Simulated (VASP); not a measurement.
# CrO2 (Fm-3m) in VASP: single point with LDA+U

Aim: the single point of CrO2 with LDA+U.

Everything below comes from runs of VASP 6.6.1. Logs are shortened: lines on timing, memory, paths and dates and some standing lists are left out, and cuts for length are marked.

### Step 1. The cell of the first run

The structure is cubic, space group Fm-3m (No. 225). The conventional cell has a = 4.674 Å, b = 4.674 Å, c = 4.674 Å, α = 90.00°, β = 90.00°, γ = 90.00°. Within 2.7 Å of Cr (site symmetry m-3m) lie 8 O at 2.02 Å. Within 2.7 Å of O (site symmetry -43m) lie 4 Cr at 2.02 Å and 6 O at 2.34 Å.

### Step 2. Single point, LDA+U, collinear spin, ferrimagnetic start

INCAR

```
SYSTEM = CrO2
PREC     = Accurate       ! precision mode
ENCUT    = 700            ! plane-wave cutoff, eV
EDIFF    = 1E-6           ! SCF threshold, eV
ISMEAR   = 0              ! smearing method
SIGMA    = 0.05           ! smearing width, eV
LREAL    = .False.        ! projectors in reciprocal space
LASPH    = .True.         ! aspherical terms in the spheres
NELM     = 200            ! most SCF steps
ALGO     = Normal         ! electronic algorithm
ISIF     = 2              ! what is computed and relaxed
LWAVE    = .False.        ! write WAVECAR
LCHARG   = .False.        ! write CHGCAR
ISPIN    = 2              ! spin polarisation
MAGMOM   = 2.58 -0.43 -0.43 ! initial moments
LORBIT   = 11             ! projections on sites
LMAXMIX  = 4              ! l up to which the mixer works
LDAU     = .True.         ! DFT+U
LDAUTYPE = 2            
LDAUL    = 2 -1           ! shell
LDAUU    = 7 0            ! U, eV
LDAUJ    = 0 0          
LDAUPRINT= 1            
NBANDS   = 24             ! bands
GGA_COMPAT= .False.
```

KPOINTS

```
Automatic mesh
0
Gamma
  7 7 7
  0 0 0
```

POSCAR

```
CrO2
1.0
    0.0000000000      2.3368421000      2.3368421000
    2.3368421000      0.0000000000      2.3368421000
    2.3368421000      2.3368421000      0.0000000000
Cr O
1 2
Direct
    0.0000000000      0.0000000000      0.0000000000
    0.2500000000      0.2500000000      0.2500000000
    0.7500000000      0.7500000000      0.7500000000
```

Potentials or basis: VASP PAW LDA potentials, release 64 (Cr_sv, O).

Started as:

```bash
cat potpaw_LDA.64/Cr_sv/POTCAR potpaw_LDA.64/O/POTCAR > POTCAR
mpirun -np 1 vasp_std > vasp.out
```

OUTCAR:

```text
SYSTEM = CrO2
   PREC = Accurate
   ENCUT = 700
   EDIFF = 1E-6
   ISMEAR = 0
   LREAL = .False.
   LASPH = .True.
   NELM = 200
   ISIF = 2
   ISPIN = 2
   LORBIT = 11

 ion  position               nearest neighbor table
   1  0.000  0.000  0.000-   3 2.02   3 2.02   3 2.02   2 2.02   3 2.02   2 2.02   2 2.02   2 2.02

   2  0.250  0.250  0.250-   1 2.02   1 2.02   1 2.02   1 2.02
   3  0.750  0.750  0.750-   1 2.02   1 2.02   1 2.02   1 2.02

  LATTYP: Found a face centered cubic cell.
 ALAT       =     4.6736842000

  Lattice vectors:

 A1 = (   0.0000000000,   2.3368421000,   2.3368421000)
 A2 = (   2.3368421000,   0.0000000000,   2.3368421000)
 A3 = (   2.3368421000,   2.3368421000,   0.0000000000)

Analysis of symmetry for initial positions (statically):
=====================================================================
 Subroutine PRICEL returns:
 Original cell was already a primitive cell.

 Routine SETGRP: Setting up the symmetry group for a
 face centered cubic supercell.

 Subroutine GETGRP returns: Found 48 space group operations
 (whereof 48 operations were pure point group operations)
 out of a pool of 48 trial point group operations.

The static configuration has the point symmetry O_h .

Analysis of symmetry for dynamics (positions and initial velocities):
=====================================================================
 Subroutine PRICEL returns:
 Original cell was already a primitive cell.

 Routine SETGRP: Setting up the symmetry group for a
 face centered cubic supercell.

 Subroutine GETGRP returns: Found 48 space group operations
 (whereof 48 operations were pure point group operations)
 out of a pool of 48 trial point group operations.

The dynamic configuration has the point symmetry O_h .

Analysis of structural, dynamic, and magnetic symmetry:
=====================================================================
 Subroutine PRICEL returns:
 Original cell was already a primitive cell.

 Routine SETGRP: Setting up the symmetry group for a
 face centered cubic supercell.

 Subroutine GETGRP returns: Found 48 space group operations
 (whereof 48 operations were pure point group operations)
 out of a pool of 48 trial point group operations.

The overall configuration has the point symmetry O_h .

 Subroutine INISYM returns: Found 48 space group operations
 (whereof 48 operations are pure point group operations),
 and found     1 'primitive' translations

----------------------------------------------------------------------------------------

                                     Primitive cell

  volume of cell :      25.5222

  direct lattice vectors                    reciprocal lattice vectors
     0.000000000  2.336842100  2.336842100    -0.213963964  0.213963964  0.213963964
     2.336842100  0.000000000  2.336842100     0.213963964 -0.213963964  0.213963964
     2.336842100  2.336842100  0.000000000     0.213963964  0.213963964 -0.213963964

  length of vectors
     3.304793791  3.304793791  3.304793791     0.370596457  0.370596457  0.370596457

  position of ions in fractional coordinates (direct lattice)
     0.000000000  0.000000000  0.000000000
     0.250000000  0.250000000  0.250000000
     0.750000000  0.750000000  0.750000000

  ion indices of the primitive-cell ions
   primitive index   ion index
                 1           1
                 2           2
                 3           3

----------------------------------------------------------------------------------------

 KPOINTS: Automatic mesh

Automatic generation of k-mesh.
 Grid dimensions read from file:
 generate k-points for:    7    7    7

 Generating k-lattice:

  Cartesian coordinates                     Fractional coordinates (reciprocal lattice)
    -0.030566281  0.030566281  0.030566281     0.142857143  0.000000000  0.000000000
     0.030566281 -0.030566281  0.030566281     0.000000000  0.142857143  0.000000000
     0.030566281  0.030566281 -0.030566281     0.000000000  0.000000000  0.142857143

  Length of vectors
     0.052942351  0.052942351  0.052942351

  Shift w.r.t. Gamma in fractional coordinates (k-lattice)
     0.000000000  0.000000000  0.000000000

 Subroutine IBZKPT returns following result:
 ===========================================

 Found     20 irreducible k-points:

 Following reciprocal coordinates:
            Coordinates               Weight
  0.000000  0.000000  0.000000      1.000000
  0.142857  0.000000  0.000000      8.000000
  0.285714  0.000000  0.000000      8.000000
  0.428571  0.000000  0.000000      8.000000
  0.142857  0.142857  0.000000      6.000000
  0.285714  0.142857  0.000000     24.000000
[... 12 lines left out ...]
 -0.428571  0.428571  0.142857     24.000000
 -0.285714  0.428571  0.142857     24.000000
   k-points           NKPTS =     20   k-points in BZ     NKDIM =     20   number of bands    NBANDS=     24
   number of dos      NEDOS =    301   number of ions     NIONS =      3
   total plane-waves  NPLWV =  27000
   dimension x,y,z NGX =    30 NGY =   30 NGZ =   30
   dimension x,y,z NGXF=    60 NGYF=   60 NGZF=   60
   ions per type =               1   2
   NGX,Y,Z   is equivalent  to a cutoff of  15.09, 15.09, 15.09 a.u.
   NGXF,Y,Z  is equivalent  to a cutoff of  30.18, 30.18, 30.18 a.u.
 SYSTEM =  CrO2
   PREC   = accura    normal or accurate (medium, high low for compatibility)
   ISTART =      0    job   : 0-new  1-cont  2-samecut
   ICHARG =      2    charge: 1-file 2-atom 10-const
   ISPIN  =      2    spin polarized calculation?
   LNONCOLLINEAR =      F non collinear calculations
   LSORBIT =      F    spin-orbit coupling
   LASPH  =      T    aspherical Exc in radial PAW
   ENCUT  =  700.0 eV  51.45 Ry    7.17 a.u.   7.13  7.13  7.13*2*pi/ulx,y,z
   NELM   =    200;   NELMIN=  2; NELMDL= -5     # of ELM steps
   EDIFF  = 0.1E-05   stopping-criterion for ELM
   LREAL  =      F    real-space projection
[... 7 lines left out ...]
   TEBEG  =    0.0;   TEEND  =   0.0 temperature during run
   PSTRESS=    0.0 pullay stress
   NELECT =      26.0000    total number of electrons
   NUPDOWN=      -1.0000    fix difference up-down
   EMIN   =  10.00;   EMAX   =-10.00  energy-range for DOS
   EFERMI =   0.00;   METHOD = LEGACY
   ISMEAR =     0;   SIGMA  =   0.05  broadening in eV -4-tet -1-fermi 0-gaus
   EFERMI_NEDOS =   21; number of points for ismear=-14 and -15
   IALGO  =     38    algorithm
   IMIX   =      4    mixing-type and parameters
     AMIX     =   0.40;   BMIX     =  1.00
     AMIX_MAG =   1.60;   BMIX_MAG =  1.00
  volume/ion in A,a.u.               =       8.51        57.41
  Fermi-wavevector in a.u.,A,eV,Ry     =   1.647252  3.112854 36.918559  2.713438
  Thomas-Fermi vector in A             =   2.736742
   LORBIT       =     11    0 simple, 1 ext, 2 COOP (PROOUT), +10 PAW based schemes
 LDA+U is selected, type is set to LDAUTYPE =  2
   angular momentum for each species LDAUL =     2   -1
   U (eV)           for each species LDAUU =   7.0  0.0
   J (eV)           for each species LDAUJ =   0.0  0.0
   GGA     = CA    functional components
   LHFCALC =     F    Hartree Fock is set to
   AEXX    =    0.0000 exact exchange contribution
   IVDW    =     0    specifies the selected vdW correction
   LEPSILON=     F    determine dielectric tensor
   LRPA    =     F    only Hartree local field effects (RPA)
 spin polarized calculation
 Gauss-broadening in eV      SIGMA  =   0.05
  energy-cutoff  :      700.00
  volume of cell :       25.52
 maximum number of plane-waves:      1086
 NGX is ok and might be reduce to    30
   NGX = 15   NGY = 15   NGZ = 15

atom =   1  type =  1  l = 2

 onsite density matrix

spin component  1

  0.3137 -0.0000 -0.0000 -0.0000 -0.0000
 -0.0000  0.3137  0.0000 -0.0000 -0.0000
 -0.0000  0.0000  0.9135 -0.0000  0.0000
 -0.0000 -0.0000 -0.0000  0.3137  0.0000
 -0.0000 -0.0000  0.0000  0.0000  0.9135

spin component  2

  0.1526 -0.0000  0.0000  0.0000  0.0000
 -0.0000  0.1526 -0.0000  0.0000 -0.0000
  0.0000 -0.0000  0.0290 -0.0000  0.0000
  0.0000  0.0000 -0.0000  0.1526  0.0000
  0.0000 -0.0000  0.0000  0.0000  0.0290

 occupancies and eigenvectors

  o =  0.0290  v =  0.0000  0.0000  0.0000  0.0000  0.0000 -0.0000 -0.0000 -1.0000 -0.0000  0.0007      0.0000  0.0000  0.0000  0.0000  0.0000  0.0000  0.0000  0.0000  0.0000  0.0000
  o =  0.0290  v =  0.0000  0.0000  0.0000  0.0000  0.0000 -0.0000 -0.0000  0.0007 -0.0000  1.0000      0.0000  0.0000  0.0000  0.0000  0.0000  0.0000  0.0000  0.0000  0.0000  0.0000
  o =  0.1526  v =  0.0000  0.0000  0.0000  0.0000  0.0000  0.9999  0.0111  0.0000 -0.0034  0.0000      0.0000  0.0000  0.0000  0.0000  0.0000  0.0000  0.0000  0.0000  0.0000  0.0000
  o =  0.1526  v =  0.0000  0.0000  0.0000  0.0000  0.0000 -0.0116  0.9760 -0.0000 -0.2175 -0.0000      0.0000  0.0000  0.0000  0.0000  0.0000  0.0000  0.0000  0.0000  0.0000  0.0000
  o =  0.1526  v =  0.0000  0.0000  0.0000  0.0000  0.0000  0.0009  0.2175 -0.0000  0.9760 -0.0000      0.0000  0.0000  0.0000  0.0000  0.0000  0.0000  0.0000  0.0000  0.0000  0.0000
  o =  0.3137  v =  1.0000  0.0000  0.0000  0.0000  0.0000  0.0000  0.0000  0.0000  0.0000  0.0000      0.0000  0.0000  0.0000  0.0000  0.0000  0.0000  0.0000  0.0000  0.0000  0.0000
  o =  0.3137  v =  0.0000 -0.9588  0.0000  0.2842  0.0000  0.0000  0.0000  0.0000  0.0000  0.0000      0.0000  0.0000  0.0000  0.0000  0.0000  0.0000  0.0000  0.0000  0.0000  0.0000
  o =  0.3137  v =  0.0000  0.2842  0.0000  0.9588  0.0000  0.0000  0.0000  0.0000  0.0000  0.0000      0.0000  0.0000  0.0000  0.0000  0.0000  0.0000  0.0000  0.0000  0.0000  0.0000
  o =  0.9135  v =  0.0000 -0.0000 -0.9995  0.0000  0.0301  0.0000  0.0000  0.0000  0.0000  0.0000      0.0000  0.0000  0.0000  0.0000  0.0000  0.0000  0.0000  0.0000  0.0000  0.0000
  o =  0.9135  v =  0.0000 -0.0000  0.0301 -0.0000  0.9995  0.0000  0.0000  0.0000  0.0000  0.0000      0.0000  0.0000  0.0000  0.0000  0.0000  0.0000  0.0000  0.0000  0.0000  0.0000

 number of electron      26.0000008 magnetization       1.9999501

 Free energy of the ion-electron system (eV)
  ---------------------------------------------------
  ext. energy  EPLUGINS =         0.00000000
  ---------------------------------------------------
  free energy    TOTEN  =       -22.29950092 eV

  energy without entropy =      -22.29950092  energy(sigma->0) =      -22.29950092

 E-fermi :   9.1123     XC(G=0): -13.2575

 val. band max:        8.6474700053   @ k =  -0.4286   0.4286   0.0000
 cond. band min:       9.4111947069   @ k =   0.4286   0.0000   0.0000
 fundamental gap:      0.7637247016
 Fermi energy:         9.1122513205

 spin component 1

 k-point     1 :       0.0000    0.0000    0.0000
  band No.  band energies     occupation
      1     -65.0572      1.00000
      2     -36.7138      1.00000
      3     -36.7138      1.00000
      4     -36.7138      1.00000
      5     -11.7063      1.00000
      6      -6.7652      1.00000
[... 529 lines left out ...]
     23      29.2961      0.00000
     24      31.3002      0.00000
 Fermi energy:         9.1122513205

 spin component 2

 k-point     1 :       0.0000    0.0000    0.0000
  band No.  band energies     occupation
      1     -62.6723      1.00000
      2     -34.3956      1.00000
      3     -34.3956      1.00000
      4     -34.3956      1.00000
      5     -11.8597      1.00000
      6      -7.0946      1.00000
[... 529 lines left out ...]
     23      30.5861      0.00000
     24      31.4441      0.00000

------------------------ aborting loop because EDIFF is reached ----------------------------------------

  FORCE on cell =-STRESS in cart. coord.  units (eV):
  Direction    XX          YY          ZZ          XY          YZ          ZX
  --------------------------------------------------------------------------------------
  -------------------------------------------------------------------------------------
  Total       -0.5407818     -0.5407818     -0.5407818      0.0000000     -0.0000000      0.0000000
  in kB      -33.9480277    -33.9480277    -33.9480277      0.0000000     -0.0000000      0.0000000
  external PRESSURE =     -33.9480277 kB  Pullay stress =       0.0000000 kB

 VOLUME and BASIS-vectors are now :
 -----------------------------------------------------------------------------
  energy-cutoff  :      700.00
  volume of cell :       25.52
      direct lattice vectors                 reciprocal lattice vectors
     0.000000000  2.336842100  2.336842100    -0.213963964  0.213963964  0.213963964
     2.336842100  0.000000000  2.336842100     0.213963964 -0.213963964  0.213963964
     2.336842100  2.336842100  0.000000000     0.213963964  0.213963964 -0.213963964

 POSITION                                       TOTAL-FORCE (eV/Angst)
 -----------------------------------------------------------------------------------
      0.00000      0.00000      0.00000        -0.000000      0.000000     -0.000000
      1.16842      1.16842      1.16842         0.000000      0.000000      0.000000
      3.50526      3.50526      3.50526        -0.000000     -0.000000     -0.000000
 -----------------------------------------------------------------------------------
    total drift:                                0.000000     -0.000000     -0.000000

  FREE ENERGIE OF THE ION-ELECTRON SYSTEM (eV)
  ---------------------------------------------------
  free  energy   TOTEN  =       -22.2995009164 eV

  energy  without entropy=      -22.2995009164  energy(sigma->0) =      -22.29950092

 total charge

# of ion       s       p       d       tot
------------------------------------------
    1        2.141   6.035   3.262  11.439
    2        1.564   3.471   0.000   5.035
    3        1.564   3.471   0.000   5.035
--------------------------------------------------
tot          5.270  12.977   3.262  21.509

 magnetization (x)

# of ion       s       p       d       tot
------------------------------------------
    1        0.012   0.014   2.242   2.268
    2       -0.005  -0.188   0.000  -0.193
    3       -0.005  -0.188   0.000  -0.193
--------------------------------------------------
tot          0.002  -0.361   2.242   1.883
```

It took 29 s on 1 thread of Intel Xeon 6975P-C (Granite Rapids), shared host; peak memory 0.17 GiB.

Results:

```
Free energy                                           : -22.2995 eV
Pressure                                              : -3.4 GPa
Band gap on the k mesh                                : 0.76 eV
Net moment                                            : 2.00 μB per cell
Site moments                                          : Cr +2.27; O -0.19 μB
Valence electrons inside the program's atomic spheres : Cr 11.44; O 5.04
```

Levels at points of the mesh, in eV from the valence-band top:
Spin up:
```
           k point  band 11  band 12  band 13  band 14  band 15  band 16  band 17  band 18
(0.00, 0.00, 0.00)    -4.98    -0.98    -0.98    -0.98     3.25     3.25     3.25     7.50
```
Spin down:
```csv
k point,band 10,band 11,band 12,band 13,band 14,band 15
"(0.00, 0.00, 0.00)",-1.26,-1.26,-1.26,2.79,2.79,5.38
```

Eigenvalues of the final occupation matrices:
```
    site  spin  trace               eigenvalues
site 1 d     1   2.77  0.31 0.31 0.31 0.91 0.91
site 1 d     2   0.52  0.03 0.03 0.15 0.15 0.15
```

Caveat: the cell stands under tension; an odd mesh through Γ misses points on the zone boundary, where band edges can lie; a cell with one magnetic atom can't hold antiferromagnetic order, which such compounds often take.
